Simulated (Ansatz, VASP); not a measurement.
Given: the input of a run of Ansatz 0.2.0 on In.

Contents of input.yaml:

```yaml
crystal:
  lattice:
    - [1.6470713907, 0.9509371108, 8.0965379867]
    - [-1.6470713907, 0.9509371108, 8.0965379867]
    - [0.0, -1.9018742216, 8.0965379867]
  atoms:
    - { symbol: In, position: [0.22198776, 0.22198776, 0.22198776] }
    - { symbol: In, position: [0.77801224, 0.77801224, 0.77801224] }
    - { symbol: In, position: [0.0, 0.0, 0.0] }
hamiltonian:
  xc: pbe
  pseudopotentials: { kind: paw }
kpoints:
  mp_grid: { grid: [9, 9, 9] }
scf:
  occupations: { method: fermi_dirac, width: 0.05 }
output:
  forces: true
  stress: true
  eigenvalues: true
```

Potentials or basis: Ansatz PAW.

Command:

```sh
$ ansatz run input.yaml --threads 2 --pin off --max-ram 5120MiB --backend cpu --events-out ev --progress --plain --runs-dir out
```

Q: Set up the same calculation for VASP 6.6.1. Potentials there: VASP PAW PBE potentials, release 64 (In_d).

A: As run (the cutoff follows the program's own potentials):

INCAR

```
SYSTEM = In
PREC = Accurate
ENCUT = 520
EDIFF = 1E-6
ISMEAR = -1
SIGMA = 0.05
LREAL = .False.
LASPH = .True.
NELM = 60
ALGO = Fast
ISIF = 2
LWAVE = .False.
LCHARG = .False.
GGA = PE
NBANDS = 26
```

File KPOINTS:

```
Automatic mesh
0
Gamma
  9 9 9
  0 0 0
```

Contents of POSCAR:

```
In
1.0
    1.6470713907      0.9509371108      8.0965379867
   -1.6470713907      0.9509371108      8.0965379867
    0.0000000000     -1.9018742216      8.0965379867
In
3
Direct
    0.2219877600      0.2219877600      0.2219877600
    0.7780122400      0.7780122400      0.7780122400
    0.0000000000      0.0000000000      0.0000000000
```

Potentials or basis: VASP PAW PBE potentials, release 64 (In_d).

Command:

```sh
$ cat potpaw_PBE.64/In_d/POTCAR > POTCAR
$ mpirun -np 1 vasp_std > vasp.out
```

Both were run:

|  | VASP | Ansatz | Ansatz less VASP |
| --- | --- | --- | --- |
| gap on the k mesh at the Fermi level (eV) | none | none | - |
| pressure (GPa) | 3.7 | 3.7 | +0.02 |
| traceless stress, the component that is largest in VASP (GPa) | -0.43 | -0.43 | -0.003 |

A gap of «none» marks a metal or a gap that the smearing closes.
